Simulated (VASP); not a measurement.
# NaH (R-3m) in VASP: further runs

The runs below take NaH through single point, with PBEsol.

Everything below comes from runs of VASP 6.6.1. Logs are shortened: lines on timing, memory, paths and dates and some standing lists are left out, and cuts for length are marked.

### 1 The cell of the first run

The structure is trigonal, space group R-3m (No. 166). The conventional cell has a = 3.485 Å, b = 3.485 Å, c = 8.283 Å, α = 90.00°, β = 90.00°, γ = 120.00°. Na (site symmetry -3m) has 6 H at 2.44 Å within 3.2 Å. Within 3.2 Å of H (site symmetry -3m) lie 6 Na at 2.44 Å.

### 2 Single point, PBEsol (equal xy, yz and zx shear strains of -2 %)

Input file INCAR:

```
  PREC = Accurate
  ENCUT = 520
  EDIFF = 1E-7
  ISMEAR = -1
  SIGMA = 0.03
  LREAL = False
  LASPH = True
  NELM = 100
  ALGO = Normal
  ISIF = 2
  LWAVE = False
  LCHARG = False
  GGA = PS
  NBANDS = 11
```

Input file KPOINTS:

```
Automatic mesh
0
Gamma
  9 9 9
```

Input file POSCAR:

```
NaH
1.0
   -0.0488000000      2.4156000000      2.4156000000
    2.4156000000     -0.0488000000      2.4156000000
    2.4156000000      2.4156000000     -0.0488000000
Na H
1 1
Direct
    0.0000000000      0.0000000000      0.0000000000
    0.5000000000      0.5000000000      0.5000000000
```

Potentials or basis: VASP PAW PBE potentials, release 64 (Na_pv, H).

Started as:

```sh
$ cat potpaw_PBE.64/Na_pv/POTCAR potpaw_PBE.64/H/POTCAR > POTCAR
$ mpirun -np 1 vasp_std > vasp.out
```

OUTCAR:

```text
PREC = Accurate
   ENCUT = 520
   EDIFF = 1E-7
   ISMEAR = -1
   LREAL = False
   LASPH = True
   NELM = 100
   ISIF = 2
   GGA = PS

 ion  position               nearest neighbor table
   1  0.000  0.000  0.000-
   2  0.500  0.500  0.500-

  LATTYP: Found a trigonal (rhomboedric) cell.
 ALAT       =     3.4165228171
 COS(alpha) =     0.4797000918

  Lattice vectors:

 A1 = (  -0.0488000000,   2.4156000000,   2.4156000000)
 A2 = (   2.4156000000,  -0.0488000000,   2.4156000000)
 A3 = (   2.4156000000,   2.4156000000,  -0.0488000000)

Analysis of symmetry for initial positions (statically):
=====================================================================
 Subroutine PRICEL returns:
 Original cell was already a primitive cell.

 Routine SETGRP: Setting up the symmetry group for a
 trigonal (rhombohedral) supercell.

 Subroutine GETGRP returns: Found 12 space group operations
 (whereof 12 operations were pure point group operations)
 out of a pool of 12 trial point group operations.

The static configuration has the point symmetry D_3d.

Analysis of symmetry for dynamics (positions and initial velocities):
=====================================================================
 Subroutine PRICEL returns:
 Original cell was already a primitive cell.

 Routine SETGRP: Setting up the symmetry group for a
 trigonal (rhombohedral) supercell.

 Subroutine GETGRP returns: Found 12 space group operations
 (whereof 12 operations were pure point group operations)
 out of a pool of 12 trial point group operations.

The dynamic configuration has the point symmetry D_3d.

 Subroutine INISYM returns: Found 12 space group operations
 (whereof 12 operations are pure point group operations),
 and found     1 'primitive' translations

----------------------------------------------------------------------------------------

                                     Primitive cell

  volume of cell :      29.0448

  direct lattice vectors                    reciprocal lattice vectors
    -0.048800000  2.415600000  2.415600000    -0.200818844  0.204959439  0.204959439
     2.415600000 -0.048800000  2.415600000     0.204959439 -0.200818844  0.204959439
     2.415600000  2.415600000 -0.048800000     0.204959439  0.204959439 -0.200818844

  length of vectors
     3.416522817  3.416522817  3.416522817     0.352625795  0.352625795  0.352625795

  position of ions in fractional coordinates (direct lattice)
     0.000000000  0.000000000  0.000000000
     0.500000000  0.500000000  0.500000000

  ion indices of the primitive-cell ions
   primitive index   ion index
                 1           1
                 2           2

----------------------------------------------------------------------------------------

 KPOINTS: Automatic mesh

Automatic generation of k-mesh.
 Grid dimensions read from file:
 generate k-points for:    9    9    9

 Generating k-lattice:

  Cartesian coordinates                     Fractional coordinates (reciprocal lattice)
    -0.022313205  0.022773271  0.022773271     0.111111111 -0.000000000 -0.000000000
     0.022773271 -0.022313205  0.022773271    -0.000000000  0.111111111 -0.000000000
     0.022773271  0.022773271 -0.022313205    -0.000000000 -0.000000000  0.111111111

  Length of vectors
     0.039180644  0.039180644  0.039180644

  Shift w.r.t. Gamma in fractional coordinates (k-lattice)
     0.000000000  0.000000000  0.000000000

 Subroutine IBZKPT returns following result:
 ===========================================

 Found     85 irreducible k-points:

 Following reciprocal coordinates:
            Coordinates               Weight
  0.000000  0.000000  0.000000      1.000000
  0.111111  0.000000  0.000000      6.000000
  0.222222 -0.000000 -0.000000      6.000000
  0.333333 -0.000000 -0.000000      6.000000
  0.444444 -0.000000 -0.000000      6.000000
  0.111111  0.111111 -0.000000      6.000000
[... 16 lines left out ...]
 -0.333333  0.333333  0.000000      6.000000
  0.444444  0.444444 -0.000000      6.000000
 [... further k-points ...]
   k-points           NKPTS =     85   k-points in BZ     NKDIM =     85   number of bands    NBANDS=     11
   number of dos      NEDOS =    301   number of ions     NIONS =      2
   total plane-waves  NPLWV =  21952
   dimension x,y,z NGX =    28 NGY =   28 NGZ =   28
   dimension x,y,z NGXF=    56 NGYF=   56 NGZF=   56
   ions per type =               1   1
   NGX,Y,Z   is equivalent  to a cutoff of  13.62, 13.62, 13.62 a.u.
   NGXF,Y,Z  is equivalent  to a cutoff of  27.25, 27.25, 27.25 a.u.
 SYSTEM =  unknown system
   PREC   = accura    normal or accurate (medium, high low for compatibility)
   ISTART =      0    job   : 0-new  1-cont  2-samecut
   ICHARG =      2    charge: 1-file 2-atom 10-const
   ISPIN  =      1    spin polarized calculation?
   LNONCOLLINEAR =      F non collinear calculations
   LSORBIT =      F    spin-orbit coupling
   LASPH  =      T    aspherical Exc in radial PAW
   ENCUT  =  520.0 eV  38.22 Ry    6.18 a.u.   6.35  6.35  6.35*2*pi/ulx,y,z
   NELM   =    100;   NELMIN=  2; NELMDL= -5     # of ELM steps
   EDIFF  = 0.1E-06   stopping-criterion for ELM
   LREAL  =      F    real-space projection
   EDIFFG = 0.1E-05   stopping-criterion for IOM
   NSW    =      0    number of steps for IOM
   IBRION =     -1    ionic relax: 0-MD 1-quasi-New 2-CG
   NFREE  =      0    steps in history (QN), initial steepest desc. (CG)
   ISIF   =      2    stress and relaxation
   ISYM   =      2    0-nonsym 1-usesym 2-fastsym
   POTIM  = 0.5000    time-step for ionic-motion
   TEBEG  =    0.0;   TEEND  =   0.0 temperature during run
   PSTRESS=    0.0 pullay stress
   NELECT =       8.0000    total number of electrons
   NUPDOWN=      -1.0000    fix difference up-down
   EMIN   =  10.00;   EMAX   =-10.00  energy-range for DOS
   EFERMI =   0.00;   METHOD = LEGACY
   ISMEAR =    -1;   SIGMA  =   0.03  broadening in eV -4-tet -1-fermi 0-gaus
   EFERMI_NEDOS =   21; number of points for ismear=-14 and -15
   IALGO  =     38    algorithm
   IMIX   =      4    mixing-type and parameters
     AMIX     =   0.40;   BMIX     =  1.00
     AMIX_MAG =   1.60;   BMIX_MAG =  1.00
  volume/ion in A,a.u.               =      14.52        98.00
  Fermi-wavevector in a.u.,A,eV,Ry     =   1.065161  2.012863 15.436744  1.134569
  Thomas-Fermi vector in A             =   2.200704
   LORBIT       =      0    0 simple, 1 ext, 2 COOP (PROOUT), +10 PAW based schemes
   GGA     = PS    functional components
   LHFCALC =     F    Hartree Fock is set to
   AEXX    =    0.0000 exact exchange contribution
   IVDW    =     0    specifies the selected vdW correction
   LEPSILON=     F    determine dielectric tensor
   LRPA    =     F    only Hartree local field effects (RPA)
 non-spin polarized calculation
  energy-cutoff  :      520.00
  volume of cell :       29.04
 maximum number of plane-waves:       799
 NGX is ok and might be reduce to    28
   NGX = 13   NGY = 13   NGZ = 13

 number of electron       8.0000006 magnetization

 Free energy of the ion-electron system (eV)
  ---------------------------------------------------
  ext. energy  EPLUGINS =         0.00000000
  ---------------------------------------------------
  free energy    TOTEN  =        -5.07825349 eV

  energy without entropy =       -5.07825349  energy(sigma->0) =       -5.07825349

 E-fermi :  -0.4822     XC(G=0):  -7.7912

 val. band max:       -1.2309326780   @ k =  -0.3333  -0.4444   0.2222
 cond. band min:       2.5144813070   @ k =  -0.4444   0.1111   0.1111
 fundamental gap:      3.7454139850
 Fermi energy:        -0.4822258234

 k-point     1 :       0.0000    0.0000    0.0000
  band No.  band energies     occupation
      1     -23.2385      2.00000
      2     -23.2338      2.00000
      3     -23.2338      2.00000
      4      -4.8237      2.00000
      5       8.9655      0.00000
      6      13.7711      0.00000
      7      13.7711      0.00000
      8      14.4980      0.00000
      9      14.6521      0.00000
     10      14.6521      0.00000
     11      15.0766      0.00000

 k-point     2 :       0.1111    0.0000    0.0000
  band No.  band energies     occupation
      1     -23.2452      2.00000
      2     -23.2386      2.00000
      3     -23.2349      2.00000
      4      -4.6166      2.00000
      5       8.2443      0.00000
      6      11.5723      0.00000
      7      13.1239      0.00000
      8      13.7153      0.00000
      9      15.5025      0.00000
     10      15.5923      0.00000
     11      16.3260      0.00000

 k-point     3 :       0.2222   -0.0000   -0.0000
  band No.  band energies     occupation
      1     -23.2705      2.00000
      2     -23.2422      2.00000
      3     -23.2375      2.00000
      4      -4.0190      2.00000
      5       6.2770      0.00000
      6      10.1997      0.00000
      7      12.4444      0.00000
      8      12.9578      0.00000
      9      15.9134      0.00000
     10      16.1586      0.00000
     11      16.8571      0.00000

 k-point     4 :       0.3333   -0.0000   -0.0000
  band No.  band energies     occupation
      1     -23.2992      2.00000
      2     -23.2460      2.00000
      3     -23.2405      2.00000
      4      -3.1269      2.00000
      5       4.0885      0.00000
      6       9.5945      0.00000
      7      12.0091      0.00000
      8      12.4413      0.00000
      9      15.1925      0.00000
     10      15.4814      0.00000
     11      17.3971      0.00000
[... 239 lines left out ...]
 k-point    22 :      -0.4444    0.3333    0.0000
  band No.  band energies     occupation
      1     -23.3048      2.00000
      2     -23.2758      2.00000
      3     -23.2589      2.00000
      4      -1.4352      2.00000
      5       3.6603      0.00000
      6       5.4102      0.00000
      7       9.9061      0.00000
      8      10.3710      0.00000
      9      14.2352      0.00000
     10      19.6965      0.00000
     11      20.5264      0.00000

 k-point    23 :      -0.3333    0.3333    0.0000
  band No.  band energies     occupation
      1     -23.2920      2.00000
      2     -23.2892      2.00000
      3     -23.2546      2.00000
      4      -1.4982      2.00000
      5       4.1894      0.00000
      6       4.3728      0.00000
      7      10.4189      0.00000
      8      10.9130      0.00000
      9      16.4451      0.00000
     10      19.5388      0.00000
     11      19.7542      0.00000

 k-point    24 :       0.4444    0.4444   -0.0000
  band No.  band energies     occupation
      1     -23.3128      2.00000
      2     -23.2638      2.00000
      3     -23.2636      2.00000
      4      -1.5462      2.00000
      5       3.3998      0.00000
      6       8.5468      0.00000
      7       8.9572      0.00000
      8       9.4563      0.00000
      9      10.4029      0.00000
     10      21.6139      0.00000
     11      23.3864      0.00000

 [... further k-points ...]
[... 5 lines left out ...]
  --------------------------------------------------------------------------------------
  -------------------------------------------------------------------------------------
  Total       -0.2162511     -0.2162511     -0.2162511      0.0742605      0.0742605      0.0742605
  in kB      -11.9289038    -11.9289038    -11.9289038      4.0963817      4.0963817      4.0963817
  external PRESSURE =     -11.9289038 kB  Pullay stress =       0.0000000 kB

 VOLUME and BASIS-vectors are now :
 -----------------------------------------------------------------------------
  energy-cutoff  :      520.00
  volume of cell :       29.04
      direct lattice vectors                 reciprocal lattice vectors
    -0.048800000  2.415600000  2.415600000    -0.200818844  0.204959439  0.204959439
     2.415600000 -0.048800000  2.415600000     0.204959439 -0.200818844  0.204959439
     2.415600000  2.415600000 -0.048800000     0.204959439  0.204959439 -0.200818844

 POSITION                                       TOTAL-FORCE (eV/Angst)
 -----------------------------------------------------------------------------------
      0.00000      0.00000      0.00000        -0.000000      0.000000      0.000000
      2.39120      2.39120      2.39120         0.000000     -0.000000     -0.000000
 -----------------------------------------------------------------------------------
    total drift:                               -0.000000      0.000000      0.000000

  FREE ENERGIE OF THE ION-ELECTRON SYSTEM (eV)
  ---------------------------------------------------
  free  energy   TOTEN  =        -5.0782534910 eV

  energy  without entropy=       -5.0782534910  energy(sigma->0) =       -5.07825349
```

It took 40 s on 1 thread of AMD EPYC, shared host; peak memory 0.13 GiB.

What came out:

```yaml
Free_energy: -5.0783 eV
Pressure: -1.2 GPa
Band_gap_on_the_k_mesh: 3.75 eV, indirect (least direct gap 4.52 eV)
```

Caveat: the cell differs from its parent crystal (equal xy, yz and zx shear strains of -2 %); the PAW data sets were made with another functional, which shifts forces and pressure a little. A k mesh can miss the band edges.

(Part 1 of 2 ends here.)
